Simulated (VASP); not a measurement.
Crystal: SnO2.

```
Sn O
1.0
     3.23058    0.00000    0.00000
    -1.61529    2.79776    0.00000
     0.00000    0.00000   10.79056
Sn O
2 4
Direct
  0.00000 0.00000 0.50000
  0.00000 0.00000 0.00000
  0.66667 0.33333 0.40586
  0.66667 0.33333 0.09414
  0.33333 0.66667 0.59414
  0.33333 0.66667 0.90586
```

Base run:

```yaml
Program: VASP 6.6.1
Functional: PBEsol
Potentials_or_basis: VASP PAW PBE potentials, release 64 (Sn_d, O)
Cutoff: 520 eV
k_mesh: 12 × 12 × 2
Occupations: fermi-dirac, width 0.02 eV
Spin: no spin polarisation
```

Its results: band gap on the k mesh 2.05 eV (least direct gap 2.45 eV); pressure -3.8 GPa; largest force 0.335 eV/Å.

Problem. The run is repeated on the same cell with these changes: k mesh from 12 × 12 × 2 to 3 × 3 × 1. What comes out?

Solution. Band gap on the k mesh 2.11 eV (least direct gap 2.44 eV); pressure -3.5 GPa; largest force 0.399 eV/Å.

Caveats: some runs use coarse meshes; the PAW data sets were made with another functional, which shifts forces and pressure a little; spin-orbit coupling is left out, which moves the levels of the heavy elements; the cell stands under tension (at least some runs).

A k mesh can miss the band edges.
